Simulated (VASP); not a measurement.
# Sc (P6_3/mmc) in VASP: further runs, part 2 of 2

VASP 6.6.1. The steps go on from the part before.

### 4 Single point, PBE (strain +0.030 along x and y, +0.000 along z)

File INCAR:

```
ALGO = Fast ; EDIFF = 1E-6
ENCUT = 520 ; GGA = PE
ISIF = 2 ; ISMEAR = 0
LASPH = T ; LCHARG = F
LREAL = F ; LWAVE = F
NBANDS = 18 ; NELM = 80
PREC = Accurate ; SIGMA = 0.15
```

File KPOINTS:

```
k-points
0
Gamma
  18 18 10
```

File POSCAR:

```
Sc
1.0
    3.4080618342      0.0000000000      0.0000000000
   -1.7040309171      2.9514681261      0.0000000000
    0.0000000000      0.0000000000      5.2680000000
Sc
2
Direct
    0.3333333333      0.6666666667      0.2500000000
    0.6666666667      0.3333333333      0.7500000000
```

Potentials or basis: VASP PAW PBE potentials, release 64 (Sc_sv).

Started as:

```
$ cat potpaw_PBE.64/Sc_sv/POTCAR > POTCAR
$ mpirun -np 1 vasp_std > vasp.out
```

OUTCAR:

```text
EDIFF = 1E-6
   ENCUT = 520
   GGA = PE
   ISIF = 2
   ISMEAR = 0
   LASPH = T
   LREAL = F
   NELM = 80
   PREC = Accurate

 ion  position               nearest neighbor table
   1  0.333  0.667  0.250-   2 3.29   2 3.29   2 3.29   2 3.29   2 3.29   2 3.29
   2  0.667  0.333  0.750-   1 3.29   1 3.29   1 3.29   1 3.29   1 3.29   1 3.29

  LATTYP: Found a hexagonal cell.
 ALAT       =     3.4080618342
 C/A-ratio  =     1.5457466021

  Lattice vectors:

 A1 = (   3.4080618342,   0.0000000000,   0.0000000000)
 A2 = (  -1.7040309171,   2.9514681261,   0.0000000000)
 A3 = (   0.0000000000,   0.0000000000,   5.2680000000)

Analysis of symmetry for initial positions (statically):
=====================================================================
 Subroutine PRICEL returns:
 Original cell was already a primitive cell.

 Routine SETGRP: Setting up the symmetry group for a
 hexagonal supercell.

 Subroutine GETGRP returns: Found 24 space group operations
 (whereof 12 operations were pure point group operations)
 out of a pool of 24 trial point group operations.

The static configuration has the point symmetry D_3d.
 The point group associated with its full space group is D_6h.

Analysis of symmetry for dynamics (positions and initial velocities):
=====================================================================
 Subroutine PRICEL returns:
 Original cell was already a primitive cell.

 Routine SETGRP: Setting up the symmetry group for a
 hexagonal supercell.

 Subroutine GETGRP returns: Found 24 space group operations
 (whereof 12 operations were pure point group operations)
 out of a pool of 24 trial point group operations.

The dynamic configuration has the point symmetry D_3d.
 The point group associated with its full space group is D_6h.

 Subroutine INISYM returns: Found 24 space group operations
 (whereof 12 operations are pure point group operations),
 and found     1 'primitive' translations

----------------------------------------------------------------------------------------

                                     Primitive cell

  volume of cell :      52.9897

  direct lattice vectors                    reciprocal lattice vectors
     3.408061834  0.000000000  0.000000000     0.293421906  0.169407217  0.000000000
    -1.704030917  2.951468126  0.000000000     0.000000000  0.338814433  0.000000000
     0.000000000  0.000000000  5.268000000     0.000000000  0.000000000  0.189825361

  length of vectors
     3.408061834  3.408061834  5.268000000     0.338814433  0.338814433  0.189825361

  position of ions in fractional coordinates (direct lattice)
     0.333333333  0.666666667  0.250000000
     0.666666667  0.333333333  0.750000000

  ion indices of the primitive-cell ions
   primitive index   ion index
                 1           1
                 2           2

----------------------------------------------------------------------------------------

 KPOINTS: k-points

Automatic generation of k-mesh.
 Grid dimensions read from file:
 generate k-points for:   18   18   10

 Generating k-lattice:

  Cartesian coordinates                     Fractional coordinates (reciprocal lattice)
     0.016301217  0.009411512  0.000000000     0.055555556  0.000000000  0.000000000
     0.000000000  0.018823024  0.000000000     0.000000000  0.055555556  0.000000000
     0.000000000  0.000000000  0.018982536     0.000000000  0.000000000  0.100000000

  Length of vectors
     0.018823024  0.018823024  0.018982536

  Shift w.r.t. Gamma in fractional coordinates (k-lattice)
     0.000000000  0.000000000  0.000000000

 Subroutine IBZKPT returns following result:
 ===========================================

 Found    222 irreducible k-points:

 Following reciprocal coordinates:
            Coordinates               Weight
  0.000000  0.000000  0.000000      1.000000
  0.055556 -0.000000  0.000000      6.000000
  0.111111 -0.000000  0.000000      6.000000
  0.166667 -0.000000  0.000000      6.000000
  0.222222  0.000000  0.000000      6.000000
  0.277778  0.000000  0.000000      6.000000
[... 16 lines left out ...]
  0.333333  0.111111  0.000000     12.000000
  0.388889  0.111111  0.000000     12.000000
 [... further k-points ...]
   k-points           NKPTS =    222   k-points in BZ     NKDIM =    222   number of bands    NBANDS=     18
   number of dos      NEDOS =    301   number of ions     NIONS =      2
   total plane-waves  NPLWV =  31360
   dimension x,y,z NGX =    28 NGY =   28 NGZ =   40
   dimension x,y,z NGXF=    56 NGYF=   56 NGZF=   80
   ions per type =               2
   NGX,Y,Z   is equivalent  to a cutoff of  13.66, 13.66, 12.62 a.u.
   NGXF,Y,Z  is equivalent  to a cutoff of  27.32, 27.32, 25.25 a.u.
 SYSTEM =  unknown system
   PREC   = accura    normal or accurate (medium, high low for compatibility)
   ISTART =      0    job   : 0-new  1-cont  2-samecut
   ICHARG =      2    charge: 1-file 2-atom 10-const
   ISPIN  =      1    spin polarized calculation?
   LNONCOLLINEAR =      F non collinear calculations
   LSORBIT =      F    spin-orbit coupling
   LASPH  =      T    aspherical Exc in radial PAW
   ENCUT  =  520.0 eV  38.22 Ry    6.18 a.u.   6.34  6.34  9.79*2*pi/ulx,y,z
   NELM   =     80;   NELMIN=  2; NELMDL= -5     # of ELM steps
   EDIFF  = 0.1E-05   stopping-criterion for ELM
   LREAL  =      F    real-space projection
   EDIFFG = 0.1E-04   stopping-criterion for IOM
   NSW    =      0    number of steps for IOM
   IBRION =     -1    ionic relax: 0-MD 1-quasi-New 2-CG
   NFREE  =      0    steps in history (QN), initial steepest desc. (CG)
   ISIF   =      2    stress and relaxation
   ISYM   =      2    0-nonsym 1-usesym 2-fastsym
   POTIM  = 0.5000    time-step for ionic-motion
   TEBEG  =    0.0;   TEEND  =   0.0 temperature during run
   PSTRESS=    0.0 pullay stress
   NELECT =      22.0000    total number of electrons
   NUPDOWN=      -1.0000    fix difference up-down
   EMIN   =  10.00;   EMAX   =-10.00  energy-range for DOS
   EFERMI =   0.00;   METHOD = LEGACY
   ISMEAR =     0;   SIGMA  =   0.15  broadening in eV -4-tet -1-fermi 0-gaus
   EFERMI_NEDOS =   21; number of points for ismear=-14 and -15
   IALGO  =     68    algorithm
   IMIX   =      4    mixing-type and parameters
     AMIX     =   0.40;   BMIX     =  1.00
     AMIX_MAG =   1.60;   BMIX_MAG =  1.00
  volume/ion in A,a.u.               =      26.49       178.80
  Fermi-wavevector in a.u.,A,eV,Ry     =   1.221289  2.307902 20.293742  1.491548
  Thomas-Fermi vector in A             =   2.356477
   LORBIT       =      0    0 simple, 1 ext, 2 COOP (PROOUT), +10 PAW based schemes
   GGA     = PE    functional components
   LHFCALC =     F    Hartree Fock is set to
   AEXX    =    0.0000 exact exchange contribution
   IVDW    =     0    specifies the selected vdW correction
   LEPSILON=     F    determine dielectric tensor
   LRPA    =     F    only Hartree local field effects (RPA)
 non-spin polarized calculation
 RMM-DIIS sequential band-by-band and
 Gauss-broadening in eV      SIGMA  =   0.15
  energy-cutoff  :      520.00
  volume of cell :       52.99
 maximum number of plane-waves:      1452
 NGX is ok and might be reduce to    28
   NGX = 13   NGY = 13   NGZ = 19

 number of electron      22.0000001 magnetization

 Free energy of the ion-electron system (eV)
  ---------------------------------------------------
  ext. energy  EPLUGINS =         0.00000000
  ---------------------------------------------------
  free energy    TOTEN  =       -12.48117470 eV

  energy without entropy =      -12.43137423  energy(sigma->0) =      -12.45627447

 E-fermi :   3.2636     XC(G=0):  -9.5913

 val. band max:        3.2626266791   @ k =   0.3889   0.1667   0.4000
 cond. band min:       3.2704237113   @ k =   0.2222   0.1667   0.1000
 fundamental gap:      0.0077970322
 Fermi energy:         3.2635583378

 k-point     1 :       0.0000    0.0000    0.0000
  band No.  band energies     occupation
      1     -46.3401      2.00000
      2     -46.2867      2.00000
      3     -25.1148      2.00000
      4     -24.8518      2.00000
      5     -24.8518      2.00000
      6     -24.7967      2.00000
[... 10 lines left out ...]
     17       5.3866      0.00000
     18       5.3867      0.00000
[... 463 lines left out ...]
 k-point    24 :       0.3889    0.1111    0.0000
  band No.  band energies     occupation
      1     -46.2997      2.00000
      2     -46.2822      2.00000
      3     -25.0355      2.00000
      4     -24.9783      2.00000
      5     -24.9723      2.00000
      6     -24.9234      2.00000
[... 10 lines left out ...]
     17       6.6901      0.00000
     18       7.0036      0.00000

 [... further k-points ...]

------------------------ aborting loop because EDIFF is reached ----------------------------------------

  FORCE on cell =-STRESS in cart. coord.  units (eV):
  Direction    XX          YY          ZZ          XY          YZ          ZX
  --------------------------------------------------------------------------------------
  -------------------------------------------------------------------------------------
  Total       -1.2012936     -1.2012936     -0.9845198      0.0000000     -0.0000000      0.0000000
  in kB      -36.3218892    -36.3218892    -29.7675911      0.0000000     -0.0000000      0.0000000
  external PRESSURE =     -34.1371232 kB  Pullay stress =       0.0000000 kB

 VOLUME and BASIS-vectors are now :
 -----------------------------------------------------------------------------
  energy-cutoff  :      520.00
  volume of cell :       52.99
      direct lattice vectors                 reciprocal lattice vectors
     3.408061834  0.000000000  0.000000000     0.293421906  0.169407217  0.000000000
    -1.704030917  2.951468126  0.000000000     0.000000000  0.338814433  0.000000000
     0.000000000  0.000000000  5.268000000     0.000000000  0.000000000  0.189825361

 POSITION                                       TOTAL-FORCE (eV/Angst)
 -----------------------------------------------------------------------------------
     -0.00000      1.96765      1.31700        -0.000000      0.000000      0.000000
      1.70403      0.98382      3.95100         0.000000     -0.000000      0.000000
 -----------------------------------------------------------------------------------
    total drift:                                0.000000     -0.000000      0.000000

  FREE ENERGIE OF THE ION-ELECTRON SYSTEM (eV)
  ---------------------------------------------------
  free  energy   TOTEN  =       -12.4811746996 eV

  energy  without entropy=      -12.4313742316  energy(sigma->0) =      -12.45627447
```

Wall time 7 min (1 thread of Intel Xeon 8259CL, shared host); peak memory 0.31 GiB.

Results:

- Free energy: -12.4812 eV
- Pressure: -3.4 GPa
- Band gap on the k mesh: zero (bands 11 and 12 overlap by 1.39 eV)

Stress tensor (GPa, compression positive):
```
-3.63  0.00  0.00
 0.00 -3.63  0.00
 0.00  0.00 -2.98
```

Levels at points of the mesh, in eV from the Fermi level:
```tsv
k point	band 8	band 9	band 10	band 11	band 12	band 13	band 14	band 15
(0.00, 0.00, 0.00)	-28.03	-4.98	-1.52	0.53	1.50	1.50	1.77	1.91
(0.50, 0.00, 0.00)	-28.09	-1.60	-0.99	-0.57	-0.37	1.22	1.24	1.77
(0.00, 0.00, 0.50)	-28.09	-3.50	-3.50	0.96	0.96	1.41	1.41	1.41
(0.50, 0.00, 0.50)	-28.12	-1.37	-1.37	0.05	0.05	1.16	1.16	2.19
```

Caveat: the cell differs from its parent crystal (strain +0.030 along x and y, +0.000 along z); the cell stands under tension.

### 5 Summary

```csv
cell,further INCAR settings,gap on the mesh (eV),pressure (GPa)
"a = 3.358, b = 3.358, c = 5.189 Å, angles 90.0, 90.0, 120.0°, 2 atoms",ALGO = Fast; EDIFF = 1e-06; NBANDS = 18,none,-1.4
"a = 3.408, b = 3.408, c = 5.110 Å, angles 90.0, 90.0, 120.0°, 2 atoms",ALGO = Fast; EDIFF = 1e-07; NBANDS = 18,none,-2.1
"a = 3.408, b = 3.408, c = 5.268 Å, angles 90.0, 90.0, 120.0°, 2 atoms",ALGO = Fast; EDIFF = 1e-06; NBANDS = 18,none,-3.4
```

Alike in all rows: task single point; level PBE; potentials or basis VASP PAW PBE potentials, release 64 (Sc_sv); no spin polarisation; k mesh 18 × 18 × 10; cutoff (eV) 520; smearing gaussian 0.15 eV.

Caveats: the cell stands under tension (at least some runs).

Total energies depend on the potentials used, so only differences within one code and one set of settings carry meaning.
